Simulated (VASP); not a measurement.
Wanted: the native input for a VASP 6.6.1 run.

* Task: relaxation of the atoms
* Functional: PBEsol
* Potentials or basis: VASP PAW PBE potentials, release 64 (O)
* Cutoff: 520 eV
* k mesh: 1 × 1 × 1
* Occupations: methfessel-paxton, width 0.05 eV
* Spin: collinear spin, ferromagnetic start
* Starting moments: [1.0, 1.0] μB
* Dipole correction: no
* Further INCAR settings: ALGO = Normal; EDIFF = 1e-06; IBRION = 2; EDIFFG = -0.03; NSW = 80

The structure of O2 lies in POSCAR:

```
O
1.0
    9.0000000000      0.0000000000      0.0000000000
    0.0000000000      9.5000000000      0.0000000000
    0.0000000000      0.0000000000     10.0000000000
O
2
Direct
    0.5000000000      0.5000000000      0.4385000000
    0.5000000000      0.5000000000      0.5615000000
```

The input as run:

INCAR

```
SYSTEM = O
  PREC = Accurate
  ENCUT = 520
  EDIFF = 1E-6
  ISMEAR = 1
  SIGMA = 0.05
  LREAL = .False.
  LASPH = .True.
  NELM = 150
  ALGO = Normal
  ISIF = 2
  LWAVE = .False.
  LCHARG = .False.
  ISPIN = 2
  MAGMOM = 1 1
  LORBIT = 11
  GGA = PS
  IBRION = 2
  NSW = 80
  EDIFFG = -0.03
```

KPOINTS

```
Automatic mesh
0
Gamma
  1 1 1
  0 0 0
```

Potentials or basis: VASP PAW PBE potentials, release 64 (O).

Launch:

```sh
$ cat potpaw_PBE.64/O/POTCAR > POTCAR
$ mpirun -np 1 vasp_gam > vasp.out
```

Results of the run:

```yaml
Energy_gained_by_relaxing: 0.1 meV/atom
Ionic_steps: 3
Gap_between_the_frontier_levels: 2.26 eV
Net_moment: 2.00 μB per cell
Site_moments: O +0.81 μB
Valence_electrons_inside_the_program's_atomic_spheres: O 4.89
```

Caveat: the standard files for N, O and F lose accuracy on very short bonds.

Run time: 3.9 min on 1 thread of Intel(R) Xeon(R) Platinum 8488C (Sapphire Rapids) (shared host), peak memory 1 GiB.
